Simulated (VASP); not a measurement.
Al, 1 atom in the cell. Symmetry: I4/mmm, No. 139, tetragonal system. Conventional cell: a = 3.189 Å, b = 3.189 Å, c = 2.934 Å, α = 90.00°, β = 90.00°, γ = 90.00°. Al (site symmetry 4/mmm) has 14 Al at 2.69 to 3.19 Å within 3.5 Å.  This cell differs from its parent crystal: strain +0.000 along x and y, -0.080 along z.

| Quantity | Value |
| --- | --- |
| Program | VASP 6.6.1 |
| Task | single point |
| Functional | r2SCAN |
| Potentials or basis | VASP PAW PBE potentials, release 64 (Al) |
| Cutoff | 520 eV |
| k mesh | 26 × 26 × 26 |
| Occupations | gaussian, width 0.15 eV |
| Spin | no spin polarisation |
| Dipole correction | no |
| Further INCAR settings | ALGO = Normal; EDIFF = 1e-06; NBANDS = 8 |

Potentials or basis: VASP PAW PBE potentials, release 64 (Al).

Command:

```sh
$ cat potpaw_PBE.64/Al/POTCAR > POTCAR
$ cp INCAR.step1 INCAR
$ mpirun -np 1 vasp_std > vasp.out
$ cp INCAR.step2 INCAR
$ mpirun -np 1 vasp_std > vasp.out
```

Hardware: 1 thread of Intel(R) Xeon(R) 6975P-C (Granite Rapids), on a shared host.

Problem. Estimate the wall time of this run.

Solution. Wall time 2.8 min on 1 thread of Intel(R) Xeon(R) 6975P-C (Granite Rapids), on a shared host, peak memory 0.24 GiB. Counts: k points 1330.
